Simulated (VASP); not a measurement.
Set up this calculation in VASP 6.6.1, as the native input.

```yaml
Task: single point
Functional: PBEsol
Potentials_or_basis: VASP PAW PBE potentials, release 64 (Al, N)
Cutoff: 520 eV
k_mesh: 10 × 10 × 6
Occupations: fermi-dirac, width 0.05 eV
Spin: no spin polarisation
Dipole_correction: no
Further_INCAR_settings: ALGO = Normal; EDIFF = 1e-06; NBANDS = 16
```

The structure of AlN lies in POSCAR:

```
AlN
1.0
    3.1043748236      0.0000000000      0.0000000000
   -1.5521874118      2.6884674601      0.0000000000
    0.0000000000      0.0000000000      4.9650095973
Al N
2 2
Direct
    0.6666666667      0.3333333333      0.4989078075
    0.3333333333      0.6666666667     -0.0010921925
    0.6666666667      0.3333333333      0.8810921925
    0.3333333333      0.6666666667      0.3810921925
```

One way to write it, as run:

INCAR

```
  PREC = Accurate
  ENCUT = 520
  EDIFF = 1E-6
  ISMEAR = -1
  SIGMA = 0.05
  LREAL = F
  LASPH = T
  NELM = 80
  ALGO = Normal
  ISIF = 2
  LWAVE = F
  LCHARG = F
  GGA = PS
  NBANDS = 16
```

KPOINTS

```
regular mesh
0
Gamma
  10 10 6
```

Potentials or basis: VASP PAW PBE potentials, release 64 (Al, N).

The run is started by

```console
$ cat potpaw_PBE.64/Al/POTCAR potpaw_PBE.64/N/POTCAR > POTCAR
$ mpirun -np 1 vasp_std > vasp.out
```

It gave:

```
Pressure               : 1.9 GPa
Band gap on the k mesh : 4.19 eV
```

Caveat: the PAW data sets were made with another functional, which shifts forces and pressure a little.

Wall time 24 s on 1 thread of AMD EPYC 7R13 Processor (Zen 3) (shared host), peak memory 0.14 GiB.
